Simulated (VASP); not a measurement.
# TaBiO (P4/nmm) in VASP: notebook

The runs below take TaBiO through relaxation of cell and atoms, single point, with PBE.

Everything below comes from runs of VASP 6.6.1. Logs are shortened: lines on timing, memory, paths and dates and some standing lists are left out, and cuts for length are marked.

## Step 1: The cell of the first run

It takes space group P4/nmm (No. 129, tetragonal). The conventional cell has a = 3.345 Å, b = 3.345 Å, c = 8.503 Å, α = 90.00°, β = 90.00°, γ = 90.00°. Ta (site symmetry 4mm) has 5 O at 2.39 to 2.45 Å and 4 Bi at 3.11 Å within 3.2 Å. Bi (site symmetry 4mm) has 1 O at 2.37 Å and 4 Bi at 2.89 Å and 4 Ta at 3.11 Å within 3.2 Å. O (site symmetry 4mm) has 1 Bi at 2.37 Å and 5 Ta at 2.39 to 2.45 Å and 4 O at 3.16 Å within 3.2 Å.

The cell was generated, and may not be a known phase.

## Step 2: Relaxation of cell and atoms, PBE

File INCAR:

```
SYSTEM = TaBiO
ALGO     = Normal         ! electronic algorithm
EDIFF    = 1E-7           ! SCF threshold, eV
EDIFFG   = -0.04          ! ionic threshold
ENCUT    = 600            ! plane-wave cutoff, eV
GGA      = PE             ! functional
IBRION   = 2              ! ionic algorithm
ISIF     = 3              ! what is computed and relaxed
ISMEAR   = 0              ! smearing method
LASPH    = .TRUE.         ! aspherical terms in the spheres
LCHARG   = .FALSE.        ! write CHGCAR
LREAL    = .FALSE.        ! projectors in reciprocal space
LWAVE    = .FALSE.        ! write WAVECAR
NELM     = 60             ! most SCF steps
NSW      = 90             ! ionic steps
PREC     = Accurate       ! precision mode
SIGMA    = 0.1            ! smearing width, eV
```

File KPOINTS:

```
k-points
0
G
  6 6 2
  0 0 0
```

File POSCAR:

```
TaBiO
1.0
    3.3451209900      0.0000000000      0.0000000000
    0.0000000000      3.3451209900      0.0000000000
    0.0000000000      0.0000000000      8.5025876100
Ta Bi O
2 2 2
Direct
    0.0000000000      0.5000000000      0.6647710200
    0.5000000000      0.0000000000      0.3352289800
    0.5000000000      0.0000000000      0.9026290200
    0.0000000000      0.5000000000      0.0973709800
    0.0000000000      0.5000000000      0.3764100100
    0.5000000000      0.0000000000      0.6235899900
```

Potentials or basis: VASP PAW PBE potentials, release 64 (Ta_pv, Bi_d, O).

Started as:

```console
cat potpaw_PBE.64/Ta_pv/POTCAR potpaw_PBE.64/Bi_d/POTCAR potpaw_PBE.64/O/POTCAR > POTCAR
mpirun -np 1 vasp_std > vasp.out
```

OUTCAR:

```text
SYSTEM = TaBiO
   EDIFF = 1E-7
   EDIFFG = -0.04
   ENCUT = 600
   GGA = PE
   IBRION = 2
   ISIF = 3
   ISMEAR = 0
   LASPH = .TRUE.
   LREAL = .FALSE.
   NELM = 60
   NSW = 90
   PREC = Accurate

 ion  position               nearest neighbor table
   1  0.000  0.500  0.665-   6 2.39   6 2.39   6 2.39   6 2.39   5 2.45   3 3.11   3 3.11   3 3.11
                             3 3.11   4 3.68
   2  0.500  0.000  0.335-   5 2.39   5 2.39   5 2.39   5 2.39   6 2.45   4 3.11   4 3.11   4 3.11
                             4 3.11   3 3.68
   3  0.500  0.000  0.903-   6 2.37   4 2.89   4 2.89   4 2.89   4 2.89   1 3.11   1 3.11   1 3.11
                             1 3.11   2 3.68
   4  0.000  0.500  0.097-   5 2.37   3 2.89   3 2.89   3 2.89   3 2.89   2 3.11   2 3.11   2 3.11
                             2 3.11   1 3.68
   5  0.000  0.500  0.376-   4 2.37   2 2.39   2 2.39   2 2.39   2 2.39   1 2.45
   6  0.500  0.000  0.624-   3 2.37   1 2.39   1 2.39   1 2.39   1 2.39   2 2.45

  LATTYP: Found a simple tetragonal cell.
 ALAT       =     3.3451209900
 C/A-ratio  =     2.5417877665

  Lattice vectors:

 A1 = (   3.3451209900,   0.0000000000,   0.0000000000)
 A2 = (   0.0000000000,   3.3451209900,   0.0000000000)
 A3 = (   0.0000000000,   0.0000000000,   8.5025876100)

Analysis of symmetry for initial positions (statically):
=====================================================================
 Subroutine PRICEL returns:
 Original cell was already a primitive cell.

 Routine SETGRP: Setting up the symmetry group for a
 simple tetragonal supercell.

 Subroutine GETGRP returns: Found 16 space group operations
 (whereof  8 operations were pure point group operations)
 out of a pool of 16 trial point group operations.

The static configuration has the point symmetry D_2d.
 The point group associated with its full space group is D_4h.

Analysis of symmetry for dynamics (positions and initial velocities):
=====================================================================
 Subroutine PRICEL returns:
 Original cell was already a primitive cell.

 Routine SETGRP: Setting up the symmetry group for a
 simple tetragonal supercell.

 Subroutine GETGRP returns: Found 16 space group operations
 (whereof  8 operations were pure point group operations)
 out of a pool of 16 trial point group operations.

The dynamic configuration has the point symmetry D_2d.
 The point group associated with its full space group is D_4h.

 Subroutine INISYM returns: Found 16 space group operations
 (whereof  8 operations are pure point group operations),
 and found     1 'primitive' translations

----------------------------------------------------------------------------------------
[... 116 lines left out ...]
     AMIX_MAG =   1.60;   BMIX_MAG =  1.00
  volume/ion in A,a.u.               =      15.86       107.01
  Fermi-wavevector in a.u.,A,eV,Ry     =   1.434421  2.710662 27.994843  2.057563
  Thomas-Fermi vector in A             =   2.553831
   LORBIT       =      0    0 simple, 1 ext, 2 COOP (PROOUT), +10 PAW based schemes
   GGA     = PE    functional components
   LHFCALC =     F    Hartree Fock is set to
   AEXX    =    0.0000 exact exchange contribution
   IVDW    =     0    specifies the selected vdW correction
   LEPSILON=     F    determine dielectric tensor
   LRPA    =     F    only Hartree local field effects (RPA)
 conjugate gradient relaxation of ions
 non-spin polarized calculation
 Gauss-broadening in eV      SIGMA  =   0.10
  energy-cutoff  :      600.00
  volume of cell :       95.14
 maximum number of plane-waves:      3201
 NGX is ok and might be reduce to    28
   NGX = 13   NGY = 13   NGZ = 33

--------------------------------------- Ionic step        1  -------------------------------------------

 number of electron      64.0000011 magnetization

 Free energy of the ion-electron system (eV)
  ---------------------------------------------------
  ext. energy  EPLUGINS =         0.00000000
  ---------------------------------------------------
  free energy    TOTEN  =       -40.00681255 eV

  energy without entropy =      -39.97668500  energy(sigma->0) =      -39.99174877

------------------------ aborting loop because EDIFF is reached ----------------------------------------

  FORCE on cell =-STRESS in cart. coord.  units (eV):
  Direction    XX          YY          ZZ          XY          YZ          ZX
  --------------------------------------------------------------------------------------
  -------------------------------------------------------------------------------------
  Total        4.0709984      4.0709984     16.5671355      0.0000000      0.0000000      0.0000000
  in kB       68.5546212     68.5546212    278.9865269      0.0000000      0.0000000      0.0000000
  external PRESSURE =     138.6985898 kB  Pullay stress =       0.0000000 kB
[... 101 lines left out ...]
  FREE ENERGIE OF THE ION-ELECTRON SYSTEM (eV)
  ---------------------------------------------------
  free  energy   TOTEN  =       -42.0819550968 eV

  energy  without entropy=      -42.0246331782  energy(sigma->0) =      -42.05329414

 E-fermi :  13.3059     XC(G=0): -13.1397

 val. band max:       13.2752749848   @ k =   0.1667   0.0000   0.5000
 cond. band min:      13.3488171931   @ k =   0.3333   0.0000   0.0000
 fundamental gap:      0.0735422083
 Fermi energy:        13.3058781241

 k-point     1 :       0.0000    0.0000    0.0000
  band No.  band energies     occupation
      1     -23.0026      2.00000
      2     -22.6033      2.00000
      3     -21.0899      2.00000
      4     -21.0899      2.00000
      5     -21.0708      2.00000
      6     -21.0708      2.00000
[... 809 lines left out ...]
     37      14.7254      0.00000
     38      14.7254      0.00000

[... ionic steps 4 to 16 ...]

--------------------------------------- Ionic step       17  -------------------------------------------

 number of electron      63.9999990 magnetization

------------------------ aborting loop because EDIFF is reached ----------------------------------------
[... 75 lines left out ...]
--------------------------------------- Ionic step       19  -------------------------------------------

 number of electron      63.9999986 magnetization

 Free energy of the ion-electron system (eV)
  ---------------------------------------------------
  ext. energy  EPLUGINS =         0.00000000
  ---------------------------------------------------
  free energy    TOTEN  =       -45.97080399 eV

  energy without entropy =      -45.96402208  energy(sigma->0) =      -45.96741304

 E-fermi :   8.4851     XC(G=0): -11.5782

 val. band max:        8.4591625401   @ k =   0.0000   0.0000   0.0000
 cond. band min:       8.6320392217   @ k =   0.1667   0.1667   0.5000
 fundamental gap:      0.1728766816
 Fermi energy:         8.4851294826

 k-point     1 :       0.0000    0.0000    0.0000
  band No.  band energies     occupation
      1     -27.6731      2.00000
      2     -27.5427      2.00000
      3     -27.2468      2.00000
      4     -27.2468      2.00000
      5     -27.2305      2.00000
      6     -27.2305      2.00000
[... 842 lines left out ...]
  FREE ENERGIE OF THE ION-ELECTRON SYSTEM (eV)
  ---------------------------------------------------
  free  energy   TOTEN  =       -45.9708039916 eV

  energy  without entropy=      -45.9640220786  energy(sigma->0) =      -45.96741304

 reached required accuracy - stopping structural energy minimisation
```

CONTCAR:

```text
TaBiO
   1.00000000000000
     3.0750170581708889    0.0000000000000000    0.0000000000000000
     0.0000000000000000    3.0750170581708889    0.0000000000000000
    -0.0000000000000000    0.0000000000000000   11.1106754471957299
  Ta              Bi              O
     2     2     2
Direct
     0.0000000000000000    0.5000000000000000    0.6351868936677753
     0.5000000000000000    0.0000000000000000    0.3648131063322249
     0.5000000000000000    0.0000000000000000    0.8444118199267476
     0.0000000000000000    0.5000000000000000    0.1555881800732523
     0.0000000000000000    0.5000000000000000    0.4398181871983633
     0.5000000000000000    0.0000000000000000    0.5601818128016364

  0.00000000E+00  0.00000000E+00  0.00000000E+00
  0.00000000E+00  0.00000000E+00  0.00000000E+00
  0.00000000E+00  0.00000000E+00  0.00000000E+00
  0.00000000E+00  0.00000000E+00  0.00000000E+00
  0.00000000E+00  0.00000000E+00  0.00000000E+00
  0.00000000E+00  0.00000000E+00  0.00000000E+00
```

Run time: 11 min. Hardware: 1 thread of Intel Xeon 6975P-C (Granite Rapids), shared host; peak memory 0.29 GiB.

What came out:

```yaml
Free_energy: -45.9708 eV
Relaxed_volume: 17.51 Å³/atom
Relaxed_cell: a = 3.075 Å, b = 3.075 Å, c = 11.111 Å, α = 90.00°, β = 90.00°, γ = 90.00°
Space_group_after_relaxing_to_0.1_Å: P4/nmm (No. 129)
Pressure_after_relaxing: 0.0 GPa
Largest_force_after_relaxing: 0.029 eV/Å
Band_gap_on_the_k_mesh: zero (bands 32 and 33 overlap by 1.11 eV)
```

Forces in eV/Å, atoms in the order of the input:
```
Ta   0.000  0.000  0.020
Ta   0.000  0.000 -0.020
Bi   0.000  0.000 -0.025
Bi   0.000  0.000  0.025
O    0.000  0.000  0.029
O    0.000  0.000 -0.029
```

Stress tensor (GPa, compression positive):
```
-0.09  0.00  0.00
 0.00 -0.09  0.00
 0.00  0.00  0.08
```

Final structure:
```
Ta Bi O
1.0
     3.07502    0.00000    0.00000
     0.00000    3.07502    0.00000
     0.00000    0.00000   11.11068
Ta Bi O
2 2 2
Direct
  0.00000 0.50000 0.63519
  0.50000 0.00000 0.36481
  0.50000 0.00000 0.84441
  0.00000 0.50000 0.15559
  0.00000 0.50000 0.43982
  0.50000 0.00000 0.56018
```

Caveat: the k points lie up to 0.34 Å⁻¹ apart in the final cell, too coarse for converged energies and pressures of a metal; a cell axis changed by over 15 % at a fixed basis, so the end point is rough; spin-orbit coupling is left out, which moves the levels of the heavy elements.

## Step 3: Single point, PBE

This run uses another cell than the first one, of 18.24 Å³/atom.

File INCAR:

```
ALGO = Normal ; EDIFF = 1E-7
ENCUT = 520 ; GGA = PE
ISIF = 2 ; ISMEAR = 0
LASPH = True ; LCHARG = True
LELF = True ; LREAL = False
LVHAR = True ; LWAVE = False
NBANDS = 41 ; NELM = 60
PREC = Accurate ; SIGMA = 0.1
```

File KPOINTS:

```
k-points
0
Gamma
  12 12 4
```

File POSCAR:

```
TaBiO
1.0
    3.0763494767      0.0000000000      0.0000000000
    0.0000000000      3.0763494767      0.0000000000
    0.0000000000      0.0000000000     11.5624044950
Ta Bi O
2 2 2
Direct
    0.0000000000      0.5000000000      0.6300047693
    0.5000000000      0.0000000000      0.3699952307
    0.5000000000      0.0000000000      0.8315962924
    0.0000000000      0.5000000000      0.1684037076
    0.0000000000      0.5000000000      0.4428586824
    0.5000000000      0.0000000000      0.5571413176
```

Potentials or basis: VASP PAW PBE potentials, release 64 (Ta_pv, Bi_d, O).

Started as:

```console
cat potpaw_PBE.64/Ta_pv/POTCAR potpaw_PBE.64/Bi_d/POTCAR potpaw_PBE.64/O/POTCAR > POTCAR
mpirun -np 1 vasp_std > vasp.out
```

It took 2.9 min on 1 thread of Intel Xeon 6975P-C (Granite Rapids), shared host; peak memory 0.45 GiB.

Results (log left out):

| Property | Result |
| --- | --- |
| Free energy | -46.0858 eV |
| Pressure | 0.1 GPa |
| Largest force | 0.045 eV/Å |
| Band gap on the k mesh | zero (bands 32 and 33 overlap by 1.08 eV) |

Forces on the atoms (eV/Å):
```
Ta   0.000  0.000  0.045
Ta   0.000  0.000 -0.045
Bi   0.000  0.000  0.002
Bi   0.000  0.000 -0.002
O    0.000  0.000 -0.010
O    0.000  0.000  0.010
```

Stress tensor (GPa, compression positive):
```
0.06 0.00 0.00
0.00 0.06 0.00
0.00 0.00 0.15
```

Levels at points of the mesh, in eV from the Fermi level:
| k point | band 29 | band 30 | band 31 | band 32 | band 33 | band 34 | band 35 | band 36 |
| --- | --- | --- | --- | --- | --- | --- | --- | --- |
| (0.00, 0.00, 0.00) | -2.98 | -2.57 | -0.14 | 0.59 | 1.03 | 1.03 | 1.43 | 1.43 |
| (0.50, 0.00, 0.00) | -2.84 | -2.84 | -0.32 | -0.32 | 1.16 | 1.16 | 1.61 | 1.61 |
| (0.50, 0.50, 0.00) | -3.97 | -3.97 | -0.24 | -0.24 | 0.85 | 0.85 | 0.86 | 0.86 |
| (0.00, 0.00, 0.50) | -3.40 | -2.98 | -0.25 | 1.01 | 1.01 | 1.16 | 1.45 | 1.45 |
| (0.50, 0.00, 0.50) | -2.70 | -2.70 | -0.43 | -0.43 | 1.16 | 1.16 | 1.64 | 1.64 |
| (0.50, 0.50, 0.50) | -3.92 | -3.92 | -0.38 | -0.38 | 0.60 | 0.60 | 1.16 | 1.16 |

Caveat: spin-orbit coupling is left out, which moves the levels of the heavy elements.

## Step 4: Single point, PBE, collinear spin

File INCAR:

```
  PREC = Accurate
  ENCUT = 520
  EDIFF = 1E-6
  ISMEAR = 0
  SIGMA = 0.1
  LREAL = False
  LASPH = True
  NELM = 150
  ALGO = Normal
  ISIF = 2
  LWAVE = False
  LCHARG = False
  ISPIN = 2
  MAGMOM = 1 1 0 0 0 0
  LORBIT = 11
  LMAXMIX = 4
  GGA = PE
  NBANDS = 45
```

File KPOINTS:

```
Automatic mesh
0
Gamma
  6 6 2
```

File POSCAR:

```
TaBiO
1.0
    3.3451209900      0.0000000000      0.0000000000
    0.0000000000      3.3451209900      0.0000000000
    0.0000000000      0.0000000000      8.5025876100
Ta Bi O
2 2 2
Direct
    0.0000000000      0.5000000000      0.6647710200
    0.5000000000      0.0000000000      0.3352289800
    0.5000000000      0.0000000000      0.9026290200
    0.0000000000      0.5000000000      0.0973709800
    0.0000000000      0.5000000000      0.3764100100
    0.5000000000      0.0000000000      0.6235899900
```

Started as:

```console
cat potpaw_PBE.64/Ta_pv/POTCAR potpaw_PBE.64/Bi_d/POTCAR potpaw_PBE.64/O/POTCAR > POTCAR
mpirun -np 1 vasp_std > vasp.out
```

Wall time 1.7 min (1 thread of Intel Xeon 6975P-C (Granite Rapids), shared host); peak memory 0.33 GiB.

The run converged. Its results:

```
Free energy                                           : -40.0021 eV
Pressure                                              : 13.9 GPa
Largest force                                         : 3.613 eV/Å
Band gap on the k mesh                                : zero (filled and empty bands overlap)
Net moment                                            : 0.00 μB per cell
Valence electrons inside the program's atomic spheres : Ta 8.57; Bi 13.10; O 4.95
```

Forces in eV/Å, atoms in the order of the input:
```
Ta   0.000  0.000 -1.000
Ta   0.000  0.000  1.000
Bi   0.000  0.000 -2.925
Bi   0.000  0.000  2.925
O    0.000  0.000  3.613
O    0.000  0.000 -3.613
```

Stress tensor (GPa, compression positive):
```
 6.89  0.00  0.00
 0.00  6.89  0.00
 0.00  0.00 27.93
```

Levels at points of the mesh, in eV from the Fermi level:
Spin up:
| k point | band 29 | band 30 | band 31 | band 32 | band 33 | band 34 | band 35 | band 36 |
| --- | --- | --- | --- | --- | --- | --- | --- | --- |
| (0.00, 0.00, 0.00) | -2.67 | -1.86 | -1.86 | -0.17 | 0.10 | 0.19 | 0.29 | 0.29 |
| (0.50, 0.00, 0.00) | -0.66 | -0.66 | 0.49 | 0.49 | 0.69 | 0.69 | 0.94 | 0.94 |
| (0.50, 0.50, 0.00) | -2.88 | -2.88 | -0.70 | -0.70 | -0.29 | -0.29 | 0.65 | 0.65 |
| (0.00, 0.00, 0.50) | -1.58 | -1.58 | -1.34 | -1.07 | -0.33 | -0.33 | -0.01 | 0.45 |
| (0.50, 0.00, 0.50) | -0.06 | -0.06 | 0.43 | 0.43 | 0.54 | 0.54 | 2.00 | 2.00 |
| (0.50, 0.50, 0.50) | -3.51 | -3.51 | -1.57 | -1.57 | 0.34 | 0.34 | 1.50 | 1.50 |
Spin down:
| k point | band 29 | band 30 | band 31 | band 32 | band 33 | band 34 | band 35 | band 36 |
| --- | --- | --- | --- | --- | --- | --- | --- | --- |
| (0.00, 0.00, 0.00) | -2.67 | -1.86 | -1.86 | -0.17 | 0.10 | 0.19 | 0.29 | 0.29 |
| (0.50, 0.00, 0.00) | -0.66 | -0.66 | 0.49 | 0.49 | 0.69 | 0.69 | 0.94 | 0.94 |
| (0.50, 0.50, 0.00) | -2.88 | -2.88 | -0.69 | -0.69 | -0.29 | -0.29 | 0.65 | 0.65 |
| (0.00, 0.00, 0.50) | -1.57 | -1.57 | -1.34 | -1.07 | -0.33 | -0.33 | -0.01 | 0.45 |
| (0.50, 0.00, 0.50) | -0.05 | -0.05 | 0.43 | 0.43 | 0.54 | 0.54 | 2.00 | 2.00 |
| (0.50, 0.50, 0.50) | -3.51 | -3.51 | -1.57 | -1.57 | 0.35 | 0.35 | 1.50 | 1.50 |

Caveat: the k points lie up to 0.37 Å⁻¹ apart, too coarse for converged energies and pressures of a metal; spin-orbit coupling is left out, which moves the levels of the heavy elements; forces of over 1 eV/Å act on the atoms, so gaps and moduli don't describe the material at rest.

## Step 5: Summary

| task | spin | cell | k mesh | cutoff (eV) | gap on the mesh (eV) | pressure (GPa) | largest force (eV/Å) |
| --- | --- | --- | --- | --- | --- | --- | --- |
| relaxation of cell and atoms | off | relaxed from a = 3.345, b = 3.345, c = 8.503 Å, 6 atoms, atomic positions A | 6 × 6 × 2 | 600 | none | 0.0 | 0.03 |
| single point | off | a = 3.076, b = 3.076, c = 11.562 Å, 6 atoms, atomic positions B | 12 × 12 × 4 | 520 | none | 0.1 | 0.04 |
| single point | collinear | a = 3.345, b = 3.345, c = 8.503 Å, 6 atoms, atomic positions A | 6 × 6 × 2 | 520 | none | 13.9 | 3.61 |

Alike in all rows: level PBE; potentials or basis VASP PAW PBE potentials, release 64 (Ta_pv, Bi_d, O); smearing gaussian 0.1 eV.

Caveats: some runs use coarse meshes; spin-orbit coupling is left out, which moves the levels of the heavy elements; a cell axis changed by over 15 % at a fixed basis, so the end point is rough (at least some runs); forces of over 1 eV/Å act on the atoms, so gaps and moduli don't describe the material at rest (at least some runs).

Total energies depend on the potentials used, so only differences within one code and one set of settings carry meaning.

The gap in the log of VASP goes by the Fermi energy; the results here count the filled bands.